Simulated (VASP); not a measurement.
# Rb (I4/mmm) in VASP: notebook, part 2 of 2

VASP 6.6.1. The steps go on from the part before.

## (6) Relaxation of shape and atoms at fixed volume, PBE (volume scaled by 0.88)

The input, INCAR:

```
PREC     = Accurate       # precision mode
ENCUT    = 600            # plane-wave cutoff, eV
EDIFF    = 1E-6           # SCF threshold, eV
ISMEAR   = 0              # smearing method
SIGMA    = 0.1            # smearing width, eV
LREAL    = F              # projectors in reciprocal space
LASPH    = T              # aspherical terms in the spheres
NELM     = 60             # most SCF steps
ALGO     = Normal         # electronic algorithm
ISIF     = 4              # what is computed and relaxed
LWAVE    = F              # write WAVECAR
LCHARG   = F              # write CHGCAR
GGA      = PE             # functional
IBRION   = 2              # ionic algorithm
NSW      = 50             # ionic steps
EDIFFG   = -0.01          # ionic threshold
```

The input, KPOINTS:

```
Automatic mesh
0
Gamma
  10 10 10
```

The input, POSCAR:

```
Rb
1.0
   -2.7832859632      2.7832859632      2.5850445306
    2.7832859632     -2.7832859632      2.5850445306
    2.7832859632      2.7832859632     -2.5850445306
Rb
1
Direct
    0.0000000000      0.0000000000      0.0000000000
```

Potentials or basis: VASP PAW PBE potentials, release 64 (Rb_sv).

Started as:

```sh
> cat potpaw_PBE.64/Rb_sv/POTCAR > POTCAR
> mpirun -np 1 vasp_std > vasp.out
```

OUTCAR:

```text
PREC = Accurate
   ENCUT = 600
   EDIFF = 1E-6
   ISMEAR = 0
   LREAL = F
   LASPH = T
   NELM = 60
   ISIF = 4
   GGA = PE
   IBRION = 2
   NSW = 50
   EDIFFG = -0.01

 ion  position               nearest neighbor table
   1  0.000  0.000  0.000-

  LATTYP: Found a body centered tetragonal cell.
 ALAT       =     5.5665719264
 C/A-ratio  =     0.9287743210

  Lattice vectors:

 A1 = (  -2.7832859632,   2.7832859632,   2.5850445306)
 A2 = (   2.7832859632,  -2.7832859632,   2.5850445306)
 A3 = (   2.7832859632,   2.7832859632,  -2.5850445306)

Analysis of symmetry for initial positions (statically):
=====================================================================
 Subroutine PRICEL returns:
 Original cell was already a primitive cell.

 Routine SETGRP: Setting up the symmetry group for a
 body centered tetragonal supercell.

 Subroutine GETGRP returns: Found 16 space group operations
 (whereof 16 operations were pure point group operations)
 out of a pool of 16 trial point group operations.

The static configuration has the point symmetry D_4h.

[... 156 lines left out ...]
  free energy    TOTEN  =        -0.92140326 eV

  energy without entropy =       -0.91599557  energy(sigma->0) =       -0.91869941

 E-fermi :   0.3141     XC(G=0):  -5.7835

 val. band max:        0.3036000983   @ k =   0.5000   0.2000  -0.0000
 cond. band min:       0.3190659236   @ k =  -0.4000   0.4000   0.2000
 fundamental gap:      0.0154658253
 Fermi energy:         0.3140989665

 k-point     1 :       0.0000    0.0000    0.0000
  band No.  band energies     occupation
      1     -28.5280      2.00000
      2     -12.5540      2.00000
      3     -12.5540      2.00000
      4     -12.5538      2.00000
      5      -1.8273      2.00000
      6       3.8469      0.00000
      7       4.2727      0.00000
      8       4.2727      0.00000
[... 243 lines left out ...]
 k-point    24 :       0.4000    0.3000   -0.0000
  band No.  band energies     occupation
      1     -28.5195      2.00000
      2     -12.6678      2.00000
      3     -12.6401      2.00000
      4     -12.5717      2.00000
      5       0.9925      0.00000
      6       1.6313      0.00000
      7       1.9568      0.00000
      8       4.6802      0.00000

 [... further k-points ...]
[... 5 lines left out ...]
  --------------------------------------------------------------------------------------
  -------------------------------------------------------------------------------------
  Total        0.2285125      0.2285125      0.2423799      0.0000000     -0.0000000     -0.0000000
  in kB        4.5706386      4.5706386      4.8480100      0.0000000     -0.0000000     -0.0000000
  external PRESSURE =       4.6630958 kB  Pullay stress =       0.0000000 kB

 VOLUME and BASIS-vectors are now :
 -----------------------------------------------------------------------------
  energy-cutoff  :      600.00
  volume of cell :       80.10
      direct lattice vectors                 reciprocal lattice vectors
    -2.783285963  2.783285963  2.585044531     0.000000000  0.179643776  0.193420266
     2.783285963 -2.783285963  2.585044531     0.179643776  0.000000000  0.193420266
     2.783285963  2.783285963 -2.585044531     0.179643776  0.179643776  0.000000000

 POSITION                                       TOTAL-FORCE (eV/Angst)
 -----------------------------------------------------------------------------------
      0.00000      0.00000      0.00000        -0.000000     -0.000000      0.000000
 -----------------------------------------------------------------------------------
    total drift:                                0.000000      0.000000     -0.000000

  FREE ENERGIE OF THE ION-ELECTRON SYSTEM (eV)
  ---------------------------------------------------
  free  energy   TOTEN  =        -0.9214032562 eV

  energy  without entropy=       -0.9159955722  energy(sigma->0) =       -0.91869941

 reached required accuracy - stopping structural energy minimisation
```

OSZICAR:

```text
N       E                     dE             d eps       ncg     rms          rms(c)
DAV:   1     0.456629880389E+02    0.45663E+02   -0.37572E+03  1632   0.937E+02
DAV:   2     0.157253826740E+01   -0.44090E+02   -0.43091E+02  1760   0.146E+02
DAV:   3    -0.844950408605E+00   -0.24175E+01   -0.24118E+01  2272   0.386E+01
DAV:   4    -0.920259853718E+00   -0.75309E-01   -0.75219E-01  2584   0.531E+00
DAV:   5    -0.920750036483E+00   -0.49018E-03   -0.49015E-03  2544   0.364E-01    0.147E+00
DAV:   6    -0.920664589621E+00    0.85447E-04   -0.22885E-03  2624   0.317E-01    0.900E-01
DAV:   7    -0.921302016149E+00   -0.63743E-03   -0.40210E-03  2064   0.435E-01    0.552E-02
DAV:   8    -0.921392651481E+00   -0.90635E-04   -0.14508E-04  2296   0.119E-01    0.171E-02
DAV:   9    -0.921403584607E+00   -0.10933E-04   -0.10516E-05  2600   0.297E-02    0.477E-03
DAV:  10    -0.921403256227E+00    0.32838E-06   -0.43455E-06  2344   0.142E-02
   1 F= -.92140326E+00 E0= -.91869941E+00  d E =-.921403E+00
```

CONTCAR:

```text
Rb
   1.00000000000000
    -2.7832859632000000    2.7832859632000000    2.5850445305999998
     2.7832859632000000   -2.7832859632000000    2.5850445305999998
     2.7832859632000000    2.7832859632000000   -2.5850445305999998
  Rb
     1
Direct
     0.0000000000000000    0.0000000000000000    0.0000000000000000

  0.00000000E+00  0.00000000E+00  0.00000000E+00
```

Run time: 53 s. Hardware: 1 thread of Intel Xeon 6975P-C, shared host; peak memory 0.28 GiB.

What came out:

```yaml
Free_energy: -0.9214 eV
Pressure_after_relaxing: 0.5 GPa
```

Final structure:
```xyz
1
Lattice="-2.7833 2.7833 2.5850 2.7833 -2.7833 2.5850 2.7833 2.7833 -2.5850" Properties=species:S:1:pos:R:3 pbc="T T T"
Rb    0.0000    0.0000    0.0000
```

Caveat: the relaxation stopped at its first step, so nothing moved.

## (7) Summary

```csv
task,cell,cutoff (eV),gap on the mesh (eV),pressure (GPa)
single point,"a = 4.963 Å, angles 107.5, 107.5, 113.4°, 1 atom",520,none,-0.1
single point,"a = 4.992 Å, angles 107.4, 107.4, 113.7°, 1 atom",520,none,-0.1
single point,"a = 5.010 Å, angles 107.5, 107.5, 113.4°, 1 atom",520,none,-0.1
single point,"a = 5.073 Å, angles 107.5, 107.5, 113.4°, 1 atom",520,none,-0.2
relaxation of shape and atoms at fixed volume,"relaxed from a = 4.709 Å, angles 107.5, 107.5, 113.4°, 1 atom",600,none,0.5
```

Alike in all rows: level PBE; potentials or basis VASP PAW PBE potentials, release 64 (Rb_sv); no spin polarisation; k mesh 10 × 10 × 10; smearing gaussian 0.1 eV.

Caveats: the relaxation stopped at its first step, so nothing moved (some runs).

Total energies depend on the potentials used, so only differences within one code and one set of settings carry meaning.
